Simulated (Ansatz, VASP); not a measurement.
# One calculation of Co, two programs

```
Co
1.0
     2.49304    0.00000    0.00000
    -1.24652    2.15904    0.00000
     0.00000    0.00000   23.09230
Co
6
Direct
  0.83333 0.16667 0.28327
  0.16667 0.83333 0.36803
  0.83333 0.16667 0.45680
  0.16667 0.83333 0.54320
  0.83333 0.16667 0.63197
  0.16667 0.83333 0.71673
```

Alike in both runs: functional PBE; k mesh 15 × 15 × 1; occupations fermi-dirac, width 0.1 eV; collinear spin.

Ansatz relaxed the structure, and its values are those at the end. VASP's run is a single point on that final structure, the one shown.

|  | VASP | Ansatz |
| --- | --- | --- |
| version | VASP 6.6.1 | Ansatz 0.2.0 |
| potentials or method | VASP PAW PBE potentials, release 64 (Co) | PAW with Ansatz's default frozen-core files, scalar-relativistic |
| plane-wave cutoff (eV) | 520 | 420 |
| valence electrons in the cell | 54 | 102 |

```csv
,VASP,Ansatz,Ansatz less VASP
rms of the force components (eV/Å),0.010,0.001,-0.0096
net moment per atom (μB),1.65,1.66,+0.008
size of the moment on the site where the two differ most (μB),1.66,1.72,+0.065
```

Site moments also hang on the region over which each program counts them. VASP's potentials hold 54 valence electrons a cell and Ansatz's 102, so a difference there can come from the potentials and not from the codes. Ansatz's warnings: stress scf threshold loose, vacuum density over bound.
